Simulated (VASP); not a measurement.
Set up this calculation in VASP 6.6.1, as the native input.

```
Task                   : single point
Functional             : LDA
Potentials or basis    : VASP PAW LDA potentials, release 64 (Na_pv, Te, Tl_d)
Cutoff                 : 520 eV
k mesh                 : 6 × 6 × 4
Occupations            : fermi-dirac, width 0.02 eV
Spin                   : no spin polarisation
Dipole correction      : no
Further INCAR settings : ALGO = Normal; EDIFF = 1e-06; NBANDS = 24
```

The structure of NaTlTe2 lies in POSCAR:

```
NaTlTe2
1.0
    4.6345895051      0.0000000000      0.0000000000
    0.0000000000      4.6345895051      0.0000000000
    0.0000000000      0.0000000000      7.4229369334
Na Te Tl
1 2 1
Direct
    0.0000000000      0.0000000000      0.0000000000
    0.0000000000      0.5000000000      0.2685692974
    0.5000000000      0.0000000000      0.7314307026
    0.5000000000      0.5000000000      0.5000000000
```

These files were run (other wordings do the same):

INCAR

```
SYSTEM = NaTlTe2
PREC = Accurate
ENCUT = 520
EDIFF = 1E-6
ISMEAR = -1
SIGMA = 0.02
LREAL = .FALSE.
LASPH = .TRUE.
NELM = 60
ALGO = Normal
ISIF = 2
LWAVE = .FALSE.
LCHARG = .FALSE.
NBANDS = 24
```

KPOINTS

```
Automatic mesh
0
G
  6 6 4
  0 0 0
```

Potentials or basis: VASP PAW LDA potentials, release 64 (Na_pv, Te, Tl_d).

Run with:

```sh
$ cat potpaw_LDA.64/Na_pv/POTCAR potpaw_LDA.64/Te/POTCAR potpaw_LDA.64/Tl_d/POTCAR > POTCAR
$ mpirun -np 1 vasp_std > vasp.out
```

Results of the run:

| Item | Value |
| --- | --- |
| Pressure | -1.5 GPa |
| Largest force | 0.119 eV/Å |
| Band gap on the k mesh | zero (filled and empty bands touch) |

Caveat: spin-orbit coupling is left out, which moves the levels of the heavy elements.

Run time: 81 s on 1 thread of Intel(R) Xeon(R) Platinum 8488C (Sapphire Rapids), with other jobs on the host, peak memory 0.29 GiB.
